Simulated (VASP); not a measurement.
A run of VASP 6.6.1 is set up as follows.

POSCAR

```
Cs
1.0
   -3.1421219542      3.1421219542      3.1421219542
    3.1421219542     -3.1421219542      3.1421219542
    3.1421219542      3.1421219542     -3.1421219542
Cs
1
Direct
    0.0000000000      0.0000000000      0.0000000000
```

Contents of INCAR.step1:

```
  PREC = Accurate
  ENCUT = 520
  ISMEAR = 0
  SIGMA = 0.05
  LREAL = F
  LASPH = T
  NELM = 80
  NBANDS = 10
  GGA = PE
  ALGO = Normal
  EDIFF = 1E-4
  LWAVE = T
  LCHARG = F
```

The input INCAR.step2:

```
  PREC = Accurate
  ENCUT = 520
  EDIFF = 1E-6
  ISMEAR = 0
  SIGMA = 0.05
  LREAL = F
  LASPH = T
  NELM = 80
  ALGO = Normal
  ISIF = 2
  LWAVE = F
  LCHARG = F
  METAGGA = R2SCAN
  LMIXTAU = T
  NBANDS = 10
  ISTART = 1
```

The input KPOINTS:

```
regular mesh
0
Gamma
  10 10 10
```

Potentials or basis: VASP PAW PBE potentials, release 64 (Cs_sv).

Command:

```sh
$ cat potpaw_PBE.64/Cs_sv/POTCAR > POTCAR
$ cp INCAR.step1 INCAR
$ mpirun -np 1 vasp_std > vasp.out
$ cp INCAR.step2 INCAR
$ mpirun -np 1 vasp_std > vasp.out
```

Q: Estimate the pressure.

A: 0.0 GPa.

Caveat: the PAW data sets were made with another functional, which shifts forces and pressure a little.
